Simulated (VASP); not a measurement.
# Mg3Te2: relaxation of cell and atoms with PBE

Crystal: Mg3Te2.

```
Mg Te
1.0
     4.37520    0.00000    0.00000
    -2.18760    3.78903    0.00000
     0.00000    0.00000    7.60066
Mg Te
3 2
Direct
  0.50000 0.00000 0.50000
  0.00000 0.50000 0.50000
  0.50000 0.50000 0.50000
  0.00000 0.00000 0.28428
  0.00000 0.00000 0.71572
```

The cell was built from a structure type or drawn by symmetry, and may not be a known phase.

```yaml
Program: VASP 6.6.1
Task: relaxation of cell and atoms
Functional: PBE
Potentials_or_basis: VASP PAW PBE potentials, release 64 (Mg, Te)
Cutoff: 600 eV
k_mesh: 6 × 6 × 2
Occupations: gaussian, width 0.1 eV
Spin: no spin polarisation
Dipole_correction: no
Further_INCAR_settings: ALGO = Fast; EDIFF = 1e-06; IBRION = 2; EDIFFG = -0.04; NSW = 90; ISIF = 3
```

```json
{
  "Relaxed volume": "35.97 Å³/atom",
  "Relaxed cell": "a = 5.654 Å, b = 5.654 Å, c = 6.497 Å, α = 90.00°, β = 90.00°, γ = 120.00°",
  "Space group after relaxing (to 0.1 Å)": "P6/mmm (No. 191)",
  "Energy gained by relaxing": "1716.4 meV/atom",
  "Ionic steps": "22",
  "Pressure after relaxing": "0.0 GPa",
  "Largest force after relaxing": "0.028 eV/Å",
  "Band gap on the k mesh": "zero (bands 9 and 10 overlap by 0.54 eV)"
}
```

Forces on the atoms (eV/Å):
```
Mg   0.000  0.000  0.000
Mg   0.000  0.000  0.000
Mg   0.000  0.000  0.000
Te   0.000  0.000 -0.028
Te   0.000  0.000  0.028
```

Stress tensor (GPa, compression positive):
```
-0.08  0.00  0.00
 0.00 -0.08  0.00
 0.00  0.00  0.04
```

The path:
| step | energy change (eV) | largest force (eV/Å) | pressure (GPa) | volume (Å³) |
| --- | --- | --- | --- | --- |
| 1 | 0.0000 | 3.9736 | 35.78 | 126.00 |
| 2 | -6.7321 | 1.3027 | -3.00 | 256.81 |
| 3 | -7.2061 | 0.9746 | 0.38 | 205.99 |
| 4 | -7.2201 | 1.1165 | -0.79 | 217.29 |
| 5 | -7.2251 | 1.0899 | -0.57 | 214.90 |
| 6 | -7.7026 | 0.7514 | -1.05 | 213.20 |
| 7 | -8.0116 | 0.3140 | -0.14 | 203.14 |
| 8 | -8.1140 | 0.6722 | -1.02 | 206.42 |
| 9 | -8.1036 | 0.0045 | -1.49 | 210.34 |
| 10 | -8.1559 | 0.7313 | -1.41 | 208.10 |
| 11 | -8.1388 | 0.2129 | -1.51 | 209.72 |
| 12 | -8.1610 | 0.5719 | -1.48 | 208.76 |
| 13 | -8.2855 | 1.2091 | -0.34 | 194.08 |
| 14 | -8.3016 | 1.5558 | 0.38 | 187.29 |
| 15 | -8.3932 | 1.3427 | 0.67 | 182.35 |
| 16 | -8.4913 | 0.5369 | 2.27 | 167.98 |
| 17 | -8.4979 | 0.7822 | 1.78 | 171.27 |
| 18 | -8.5663 | 0.3395 | 0.64 | 176.41 |
| 19 | -8.5807 | 0.0455 | -0.11 | 180.49 |
| 20 | -8.5807 | 0.0580 | -0.09 | 180.31 |
| 21 | -8.5818 | 0.0452 | -0.07 | 180.10 |
| 22 | -8.5822 | 0.0282 | -0.04 | 179.84 |

Final structure:
```cif
data_structure
_symmetry_space_group_name_H-M 'P 1'
_symmetry_Int_Tables_number 1
_cell_length_a 5.6537
_cell_length_b 5.6537
_cell_length_c 6.4966
_cell_angle_alpha 90.000
_cell_angle_beta 90.000
_cell_angle_gamma 120.000
_cell_volume 179.84
loop_
_atom_site_label
_atom_site_type_symbol
_atom_site_fract_x
_atom_site_fract_y
_atom_site_fract_z
_atom_site_occupancy
Mg1 Mg 0.50000 0.00000 0.50000 1
Mg2 Mg 0.00000 0.50000 0.50000 1
Mg3 Mg 0.50000 0.50000 0.50000 1
Te1 Te 0.00000 0.00000 0.24695 1
Te2 Te 0.00000 0.00000 0.75305 1
```

Levels at points of the mesh, in eV from the Fermi level:
| k point | band 6 | band 7 | band 8 | band 9 | band 10 | band 11 | band 12 | band 13 |
| --- | --- | --- | --- | --- | --- | --- | --- | --- |
| (0.00, 0.00, 0.00) | -2.21 | -0.77 | -0.77 | 0.13 | 1.42 | 1.42 | 1.59 | 3.05 |
| (0.50, 0.00, 0.00) | -1.70 | -1.67 | -0.96 | 0.25 | 2.53 | 2.95 | 3.11 | 3.42 |
| (0.00, 0.00, 0.50) | -1.48 | -1.48 | -1.28 | -0.78 | 0.16 | 1.24 | 1.52 | 1.52 |
| (0.50, 0.00, 0.50) | -2.19 | -1.68 | -1.16 | -1.08 | 0.95 | 2.24 | 3.69 | 4.01 |

It took 4.8 min on 1 thread of Intel(R) Xeon(R) 6975P-C (Granite Rapids) (shared host), peak memory 0.31 GiB.

Caveat: the k points lie up to 0.48 Å⁻¹ apart in the final cell, too coarse for converged energies and pressures of a metal; the volume moved by over 15 % at a fixed basis, so the end points are rough; semilocal functionals underestimate gaps, so a narrow gap can read as zero; spin-orbit coupling is left out, which moves the levels of the heavy elements.
